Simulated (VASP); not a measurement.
Wanted: the native input for a VASP 6.6.1 run.

```yaml
Task: single point
Functional: PBEsol
Potentials_or_basis: VASP PAW PBE potentials, release 64 (Cr_pv)
Cutoff: 520 eV
k_mesh: 26 × 26 × 26
Occupations: gaussian, width 0.1 eV
Spin: no spin polarisation
Dipole_correction: no
Further_INCAR_settings: ALGO = Fast; EDIFF = 1e-06; NBANDS = 19
```

The structure of Cr lies in POSCAR:

```
Cr
1.0
   -2.2201162574      2.2201162574      1.2024650556
    2.2201162574     -2.2201162574      1.2024650556
    2.2201162574      2.2201162574     -1.2024650556
Cr
2
Direct
    0.0000000000      0.0000000000      0.0000000000
    0.7500000000      0.2500000000      0.5000000000
```

These files were run (other wordings do the same):

INCAR

```
PREC = Accurate
ENCUT = 520
EDIFF = 1E-6
ISMEAR = 0
SIGMA = 0.1
LREAL = F
LASPH = T
NELM = 100
ALGO = Fast
ISIF = 2
LWAVE = F
LCHARG = F
GGA = PS
NBANDS = 19
```

KPOINTS

```
Automatic mesh
0
Gamma
  26 26 26
```

Potentials or basis: VASP PAW PBE potentials, release 64 (Cr_pv).

Launch:

```console
$ cat potpaw_PBE.64/Cr_pv/POTCAR > POTCAR
$ mpirun -np 1 vasp_std > vasp.out
```

Results of the run:

```yaml
Pressure: -0.3 GPa
Band_gap_on_the_k_mesh: zero (bands 12 and 13 overlap by 1.96 eV)
```

Caveat: the PAW data sets were made with another functional, which shifts forces and pressure a little; the run has no spin polarisation, though such a crystal can be magnetic.

Run time: 7.1 min on 1 thread of Intel(R) Xeon(R) 6975P-C (Granite Rapids), with other jobs on the host, peak memory 0.56 GiB.
